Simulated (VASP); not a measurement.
Here is a VASP 6.6.1 calculation.

Contents of INCAR:

```
ALGO = Normal ; EDIFF = 1E-6
ENCUT = 520 ; GGA = PE
ISIF = 2 ; ISMEAR = 0
LASPH = True ; LCHARG = True
LELF = True ; LREAL = False
LVHAR = True ; LWAVE = False
NBANDS = 13 ; NELM = 80
PREC = Accurate ; SIGMA = 0.02
```

KPOINTS

```
k-points
0
Gamma
  6 6 8
```

Contents of POSCAR:

```
MgH2
1.0
    4.5170125583      0.0000000000      0.0000000000
    0.0000000000      4.5170125583      0.0000000000
    0.0000000000      0.0000000000      3.0128675426
Mg H
2 4
Direct
    0.5000000000      0.5000000000      0.5000000000
    0.0000000000      0.0000000000      0.0000000000
    0.6956845851      0.6956845851      0.0000000000
    0.8043154149      0.1956845851      0.5000000000
    0.3043154149      0.3043154149      0.0000000000
    0.1956845851      0.8043154149      0.5000000000
```

Potentials or basis: VASP PAW PBE potentials, release 64 (Mg, H).

The run is started by

```console
$ cat potpaw_PBE.64/Mg/POTCAR potpaw_PBE.64/H/POTCAR > POTCAR
$ mpirun -np 1 vasp_std > vasp.out
```

(1) What does it give for the pressure?

(2) Predict the largest force.

Answers

(1) -0.3 GPa.

(2) 0.003 eV/Å.
